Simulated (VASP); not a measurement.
A run of VASP 6.6.1 is set up as follows.

INCAR

```
SYSTEM = Li2Hg
PREC     = Accurate       ! precision mode
ENCUT    = 520            ! plane-wave cutoff, eV
EDIFF    = 1E-7           ! SCF threshold, eV
ISMEAR   = -1             ! smearing method
SIGMA    = 0.05           ! smearing width, eV
LREAL    = .FALSE.        ! projectors in reciprocal space
LASPH    = .TRUE.         ! aspherical terms in the spheres
NELM     = 80             ! most SCF steps
ALGO     = Normal         ! electronic algorithm
ISIF     = 2              ! what is computed and relaxed
LWAVE    = .FALSE.        ! write WAVECAR
LCHARG   = .FALSE.        ! write CHGCAR
NBANDS   = 16             ! bands
```

Contents of KPOINTS:

```
Automatic mesh
0
G
  10 10 10
  0 0 0
```

POSCAR

```
Li2Hg
1.0
    0.0000000000      3.1120996418      3.1120996418
    3.1120996418      0.0000000000      3.1120996418
    3.1120996418      3.1120996418      0.0000000000
Hg Li
1 2
Direct
    0.0000000000      0.0000000000      0.0000000000
    0.2500000000      0.2500000000      0.2500000000
    0.7500000000      0.7500000000      0.7500000000
```

Potentials or basis: VASP PAW LDA potentials, release 64 (Hg, Li_sv).

Launch:

```console
$ cat potpaw_LDA.64/Hg/POTCAR potpaw_LDA.64/Li_sv/POTCAR > POTCAR
$ mpirun -np 1 vasp_std > vasp.out
```

Q: Estimate the band gap on the k mesh.

A: Zero (band 9 reaches 6.02 eV, above the bottom of band 10 at 0.97 eV).

Caveat: spin-orbit coupling is left out, which moves the levels of the heavy elements.
